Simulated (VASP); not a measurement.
Input of a VASP 6.6.1 run:

POSCAR

```
Pb
1.0
    0.0000000000      2.4946408835      2.4946408835
    2.4946408835      0.0000000000      2.4946408835
    2.4946408835      2.4946408835      0.0000000000
Pb
1
Direct
    0.0000000000      0.0000000000      0.0000000000
```

INCAR.step1

```
SYSTEM = Pb
ALGO = Normal
EDIFF = 1E-4
ENCUT = 520
GGA = PE
ISMEAR = -1
LASPH = .True.
LCHARG = .False.
LREAL = .False.
LWAVE = .True.
NBANDS = 13
NELM = 80
PREC = Accurate
SIGMA = 0.2
```

The input INCAR.step2:

```
SYSTEM = Pb
ALGO = Normal
EDIFF = 1E-6
ENCUT = 520
ISIF = 2
ISMEAR = -1
ISTART = 1
LASPH = .True.
LCHARG = .True.
LELF = .True.
LMIXTAU = .True.
LREAL = .False.
LVHAR = .True.
LWAVE = .False.
METAGGA = R2SCAN
NBANDS = 13
NELM = 80
PREC = Accurate
SIGMA = 0.2
```

File KPOINTS:

```
k-points
0
Gamma
  11 11 11
  0 0 0
```

Potentials or basis: VASP PAW PBE potentials, release 64 (Pb_d).

The run is started by

```bash
$ cat potpaw_PBE.64/Pb_d/POTCAR > POTCAR
$ cp INCAR.step1 INCAR
$ mpirun -np 1 vasp_std > vasp.out
$ cp INCAR.step2 INCAR
$ mpirun -np 1 vasp_std > vasp.out
```

(1) Estimate the pressure.

(2) What does it give for the band gap on the k mesh?

Results:

(1) 0.2 GPa.

(2) zero (band 7 reaches 14.50 eV, above the bottom of band 8 at 5.53 eV).

Caveat: the PAW data sets were made with another functional, which shifts forces and pressure a little; spin-orbit coupling is left out, which moves the levels of the heavy elements.
